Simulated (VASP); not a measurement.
# As (R-3m) in VASP: single point with PBEsol

Aim: the single point of As with PBEsol.

Everything below comes from runs of VASP 6.6.1. Logs are shortened: lines on timing, memory, paths and dates and some standing lists are left out, and cuts for length are marked.

### Step 1. The cell of the first run

The structure is trigonal, space group R-3m (No. 166). The conventional cell has a = 3.782 Å, b = 3.782 Å, c = 10.104 Å, α = 90.00°, β = 90.00°, γ = 120.00°. As (site symmetry 3m) has 6 As at 2.53 to 3.02 Å within 3.3 Å.

### Step 2. Single point, PBEsol

Contents of INCAR:

```
SYSTEM = As
PREC = Accurate
ENCUT = 510
EDIFF = 1E-6
ISMEAR = 0
SIGMA = 0.1
LREAL = .FALSE.
LASPH = .TRUE.
NELM = 120
ALGO = Normal
ISIF = 2
LWAVE = .FALSE.
LCHARG = .TRUE.
GGA = PS
LELF = .TRUE.
LVHAR = .TRUE.
NBANDS = 22
GGA_COMPAT = .FALSE.
```

Contents of KPOINTS:

```
regular mesh
0
G
  21 21 21
  0 0 0
```

Contents of POSCAR:

```
As
1.0
    1.8909704620      1.0917523053      3.3680828135
   -1.8909704620      1.0917523053      3.3680828135
    0.0000000000     -2.1835046105      3.3680828135
As
2
Direct
    0.2301848442      0.2301848442      0.2301848442
    0.7698151558      0.7698151558      0.7698151558
```

Potentials or basis: VASP PAW PBE potentials, release 64 (As_d).

On the command line:

```console
cat potpaw_PBE.64/As_d/POTCAR > POTCAR
mpirun -np 1 vasp_std > vasp.out
```

OUTCAR:

```text
SYSTEM = As
   PREC = Accurate
   ENCUT = 510
   EDIFF = 1E-6
   ISMEAR = 0
   LREAL = .FALSE.
   LASPH = .TRUE.
   NELM = 120
   ISIF = 2
   GGA = PS

 ion  position               nearest neighbor table
   1  0.230  0.230  0.230-   2 2.53   2 2.53   2 2.53
   2  0.770  0.770  0.770-   1 2.53   1 2.53   1 2.53

  LATTYP: Found a trigonal (rhomboedric) cell.
 ALAT       =     4.0139350048
 COS(alpha) =     0.5561269129

  Lattice vectors:

 A1 = (   1.8909704620,   1.0917523053,   3.3680828135)
 A2 = (  -1.8909704620,   1.0917523053,   3.3680828135)
 A3 = (   0.0000000000,  -2.1835046105,   3.3680828135)

Analysis of symmetry for initial positions (statically):
=====================================================================
 Subroutine PRICEL returns:
 Original cell was already a primitive cell.

 Routine SETGRP: Setting up the symmetry group for a
 trigonal (rhombohedral) supercell.

 Subroutine GETGRP returns: Found 12 space group operations
 (whereof 12 operations were pure point group operations)
 out of a pool of 12 trial point group operations.

The static configuration has the point symmetry D_3d.

Analysis of symmetry for dynamics (positions and initial velocities):
=====================================================================
 Subroutine PRICEL returns:
 Original cell was already a primitive cell.

 Routine SETGRP: Setting up the symmetry group for a
 trigonal (rhombohedral) supercell.

 Subroutine GETGRP returns: Found 12 space group operations
 (whereof 12 operations were pure point group operations)
 out of a pool of 12 trial point group operations.

The dynamic configuration has the point symmetry D_3d.

 Subroutine INISYM returns: Found 12 space group operations
 (whereof 12 operations are pure point group operations),
 and found     1 'primitive' translations

----------------------------------------------------------------------------------------

                                     Primitive cell

  volume of cell :      41.7199

  direct lattice vectors                    reciprocal lattice vectors
     1.890970462  1.091752305  3.368082814     0.264414495  0.152659780  0.098968271
    -1.890970462  1.091752305  3.368082814    -0.264414495  0.152659780  0.098968271
     0.000000000 -2.183504610  3.368082814     0.000000000 -0.305319560  0.098968271

  length of vectors
     4.013935005  4.013935005  4.013935005     0.320959113  0.320959113  0.320959113

  position of ions in fractional coordinates (direct lattice)
     0.230184844  0.230184844  0.230184844
     0.769815156  0.769815156  0.769815156

  ion indices of the primitive-cell ions
   primitive index   ion index
                 1           1
                 2           2

----------------------------------------------------------------------------------------

 KPOINTS: regular mesh

Automatic generation of k-mesh.
 Grid dimensions read from file:
 generate k-points for:   21   21   21

 Generating k-lattice:

  Cartesian coordinates                     Fractional coordinates (reciprocal lattice)
     0.012591166  0.007269513  0.004712775     0.047619048 -0.000000000  0.000000000
    -0.012591166  0.007269513  0.004712775    -0.000000000  0.047619048  0.000000000
     0.000000000 -0.014539027  0.004712775     0.000000000  0.000000000  0.047619048

  Length of vectors
     0.015283767  0.015283767  0.015283767

  Shift w.r.t. Gamma in fractional coordinates (k-lattice)
     0.000000000  0.000000000  0.000000000

 Subroutine IBZKPT returns following result:
 ===========================================

 Found    891 irreducible k-points:

 Following reciprocal coordinates:
            Coordinates               Weight
  0.000000  0.000000  0.000000      1.000000
  0.047619  0.000000 -0.000000      6.000000
  0.095238  0.000000 -0.000000      6.000000
  0.142857 -0.000000 -0.000000      6.000000
  0.190476  0.000000 -0.000000      6.000000
  0.238095  0.000000  0.000000      6.000000
[... 16 lines left out ...]
 -0.428571  0.047619  0.000000     12.000000
 -0.380952  0.047619  0.000000     12.000000
 [... further k-points ...]
   k-points           NKPTS =    891   k-points in BZ     NKDIM =    891   number of bands    NBANDS=     22
   number of dos      NEDOS =    301   number of ions     NIONS =      2
   total plane-waves  NPLWV =  27000
   dimension x,y,z NGX =    30 NGY =   30 NGZ =   30
   dimension x,y,z NGXF=    60 NGYF=   60 NGZF=   60
   ions per type =               2
   NGX,Y,Z   is equivalent  to a cutoff of  12.43, 12.43, 12.43 a.u.
   NGXF,Y,Z  is equivalent  to a cutoff of  24.85, 24.85, 24.85 a.u.
 SYSTEM =  As
   PREC   = accura    normal or accurate (medium, high low for compatibility)
   ISTART =      0    job   : 0-new  1-cont  2-samecut
   ICHARG =      2    charge: 1-file 2-atom 10-const
   ISPIN  =      1    spin polarized calculation?
   LNONCOLLINEAR =      F non collinear calculations
   LSORBIT =      F    spin-orbit coupling
   LASPH  =      T    aspherical Exc in radial PAW
   ENCUT  =  510.0 eV  37.48 Ry    6.12 a.u.   7.39  7.39  7.39*2*pi/ulx,y,z
   NELM   =    120;   NELMIN=  2; NELMDL= -5     # of ELM steps
   EDIFF  = 0.1E-05   stopping-criterion for ELM
   LREAL  =      F    real-space projection
   EDIFFG = 0.1E-04   stopping-criterion for IOM
   NSW    =      0    number of steps for IOM
   IBRION =     -1    ionic relax: 0-MD 1-quasi-New 2-CG
   NFREE  =      0    steps in history (QN), initial steepest desc. (CG)
   ISIF   =      2    stress and relaxation
   ISYM   =      2    0-nonsym 1-usesym 2-fastsym
   POTIM  = 0.5000    time-step for ionic-motion
   TEBEG  =    0.0;   TEEND  =   0.0 temperature during run
   PSTRESS=    0.0 pullay stress
   NELECT =      30.0000    total number of electrons
   NUPDOWN=      -1.0000    fix difference up-down
   EMIN   =  10.00;   EMAX   =-10.00  energy-range for DOS
   EFERMI =   0.00;   METHOD = LEGACY
   ISMEAR =     0;   SIGMA  =   0.10  broadening in eV -4-tet -1-fermi 0-gaus
   EFERMI_NEDOS =   21; number of points for ismear=-14 and -15
   IALGO  =     38    algorithm
   IMIX   =      4    mixing-type and parameters
     AMIX     =   0.40;   BMIX     =  1.00
     AMIX_MAG =   1.60;   BMIX_MAG =  1.00
  volume/ion in A,a.u.               =      20.86       140.77
  Fermi-wavevector in a.u.,A,eV,Ry     =   1.466676  2.771616 29.268030  2.151140
  Thomas-Fermi vector in A             =   2.582385
   LORBIT       =      0    0 simple, 1 ext, 2 COOP (PROOUT), +10 PAW based schemes
   GGA     = PS    functional components
   LHFCALC =     F    Hartree Fock is set to
   AEXX    =    0.0000 exact exchange contribution
   IVDW    =     0    specifies the selected vdW correction
   LEPSILON=     F    determine dielectric tensor
   LRPA    =     F    only Hartree local field effects (RPA)
 non-spin polarized calculation
 Gauss-broadening in eV      SIGMA  =   0.10
  energy-cutoff  :      510.00
  volume of cell :       41.72
 maximum number of plane-waves:      1105
 NGX is ok and might be reduce to    30
   NGX = 15   NGY = 15   NGZ = 15

 number of electron      30.0000016 magnetization

 Free energy of the ion-electron system (eV)
  ---------------------------------------------------
  ext. energy  EPLUGINS =         0.00000000
  ---------------------------------------------------
  free energy    TOTEN  =       -10.24517204 eV

  energy without entropy =      -10.24414838  energy(sigma->0) =      -10.24466021

 E-fermi :   3.9199     XC(G=0): -11.0365

 val. band max:        3.9158281158   @ k =   0.3333   0.1429   0.1429
 cond. band min:       3.9299811534   @ k =  -0.4762   0.4762   0.4286
 fundamental gap:      0.0141530377
 Fermi energy:         3.9199480572

 k-point     1 :       0.0000    0.0000    0.0000
  band No.  band energies     occupation
      1     -32.3157      2.00000
      2     -32.3157      2.00000
      3     -32.2701      2.00000
      4     -32.2701      2.00000
      5     -32.2434      2.00000
      6     -32.2034      2.00000
[... 14 lines left out ...]
     21      10.7937      0.00000
     22      12.5328      0.00000

 k-point     2 :       0.0476    0.0000   -0.0000
  band No.  band energies     occupation
      1     -32.3153      2.00000
      2     -32.3150      2.00000
      3     -32.2698      2.00000
      4     -32.2696      2.00000
      5     -32.2431      2.00000
      6     -32.2038      2.00000
[... 14 lines left out ...]
     21      10.6045      0.00000
     22      12.7687      0.00000

 k-point     3 :       0.0952    0.0000   -0.0000
  band No.  band energies     occupation
      1     -32.3142      2.00000
      2     -32.3130      2.00000
      3     -32.2690      2.00000
      4     -32.2682      2.00000
      5     -32.2424      2.00000
      6     -32.2047      2.00000
[... 14 lines left out ...]
     21      10.3678      0.00000
     22      13.3711      0.00000

 k-point     4 :       0.1429   -0.0000   -0.0000
  band No.  band energies     occupation
      1     -32.3124      2.00000
      2     -32.3096      2.00000
      3     -32.2678      2.00000
      4     -32.2659      2.00000
      5     -32.2413      2.00000
      6     -32.2063      2.00000
[... 14 lines left out ...]
     21      10.4866      0.00000
     22      14.1940      0.00000

 k-point     5 :       0.1905    0.0000   -0.0000
  band No.  band energies     occupation
      1     -32.3100      2.00000
      2     -32.3050      2.00000
      3     -32.2663      2.00000
      4     -32.2629      2.00000
      5     -32.2397      2.00000
      6     -32.2085      2.00000
[... 417 lines left out ...]
 k-point    22 :      -0.4762    0.0476    0.0000
  band No.  band energies     occupation
      1     -32.2961      2.00000
      2     -32.2686      2.00000
      3     -32.2519      2.00000
      4     -32.2382      2.00000
      5     -32.2353      2.00000
      6     -32.2296      2.00000
[... 14 lines left out ...]
     21      15.0136      0.00000
     22      15.0916      0.00000

 k-point    23 :      -0.4286    0.0476    0.0000
  band No.  band energies     occupation
      1     -32.2971      2.00000
      2     -32.2701      2.00000
      3     -32.2537      2.00000
      4     -32.2395      2.00000
      5     -32.2342      2.00000
      6     -32.2276      2.00000
[... 14 lines left out ...]
     21      15.0282      0.00000
     22      15.6306      0.00000

 k-point    24 :      -0.3810    0.0476    0.0000
  band No.  band energies     occupation
      1     -32.2990      2.00000
      2     -32.2747      2.00000
      3     -32.2567      2.00000
      4     -32.2436      2.00000
      5     -32.2315      2.00000
      6     -32.2251      2.00000
[... 14 lines left out ...]
     21      14.6265      0.00000
     22      15.9022      0.00000

 [... further k-points ...]

------------------------ aborting loop because EDIFF is reached ----------------------------------------

  FORCE on cell =-STRESS in cart. coord.  units (eV):
  Direction    XX          YY          ZZ          XY          YZ          ZX
  --------------------------------------------------------------------------------------
  -------------------------------------------------------------------------------------
  Total        0.0684419      0.0684419      0.0695457     -0.0000000      0.0000000      0.0000000
  in kB        2.6283896      2.6283896      2.6707779     -0.0000000      0.0000000      0.0000000
  external PRESSURE =       2.6425190 kB  Pullay stress =       0.0000000 kB

 VOLUME and BASIS-vectors are now :
 -----------------------------------------------------------------------------
  energy-cutoff  :      510.00
  volume of cell :       41.72
      direct lattice vectors                 reciprocal lattice vectors
     1.890970462  1.091752305  3.368082814     0.264414495  0.152659780  0.098968271
    -1.890970462  1.091752305  3.368082814    -0.264414495  0.152659780  0.098968271
     0.000000000 -2.183504610  3.368082814     0.000000000 -0.305319560  0.098968271

 POSITION                                       TOTAL-FORCE (eV/Angst)
 -----------------------------------------------------------------------------------
      0.00000      0.00000      2.32584         0.000000     -0.000000     -0.006086
      0.00000      0.00000      7.77840         0.000000      0.000000      0.006086
 -----------------------------------------------------------------------------------
    total drift:                               -0.000000      0.000000      0.000000

  FREE ENERGIE OF THE ION-ELECTRON SYSTEM (eV)
  ---------------------------------------------------
  free  energy   TOTEN  =       -10.2451720398 eV

  energy  without entropy=      -10.2441483770  energy(sigma->0) =      -10.24466021
```

It took 5.2 min on 1 thread of Intel Xeon 6975P-C (Granite Rapids), shared host; peak memory 0.65 GiB.

What came out:

- Free energy: -10.2452 eV
- Pressure: 0.3 GPa
- Largest force: 0.006 eV/Å
- Band gap on the k mesh: zero (bands 15 and 16 overlap by 0.28 eV)

Forces in eV/Å, atoms in the order of the input:
```
As   0.000  0.000 -0.006
As   0.000  0.000  0.006
```

Caveat: the PAW data sets were made with another functional, which shifts forces and pressure a little.
